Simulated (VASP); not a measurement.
A run of VASP 6.6.1 is set up as follows.

INCAR

```
SYSTEM = Li2S
PREC = Accurate ; ENCUT = 750
EDIFF = 1E-6 ; ISMEAR = 0
SIGMA = 0.01 ; LREAL = .FALSE.
LASPH = .TRUE. ; NELM = 120
ALGO = Normal ; ISIF = 2
LWAVE = .FALSE. ; LCHARG = .TRUE.
GGA = PE ; LELF = .TRUE.
LVHAR = .TRUE. ; NBANDS = 13
GGA_COMPAT = .FALSE.
```

Contents of KPOINTS:

```
Automatic mesh
0
G
  6 6 6
  0 0 0
```

Contents of POSCAR:

```
Li2S
1.0
    0.0000000000      2.9087807180      2.9087807180
    2.9087807180      0.0000000000      2.9087807180
    2.9087807180      2.9087807180      0.0000000000
S Li
1 2
Direct
    0.0000000000      0.0000000000      0.0000000000
    0.2500000000      0.2500000000      0.2500000000
    0.7500000000      0.7500000000      0.7500000000
```

Potentials or basis: VASP PAW PBE potentials, release 64 (S, Li_sv).

Launch:

```bash
$ cat potpaw_PBE.64/S/POTCAR potpaw_PBE.64/Li_sv/POTCAR > POTCAR
$ mpirun -np 1 vasp_std > vasp.out
```

Predict the band gap on the k mesh.

3.42 eV (least direct gap 3.96 eV).

What does it give for the pressure?

-2.2 GPa.

A k mesh can miss the band edges.
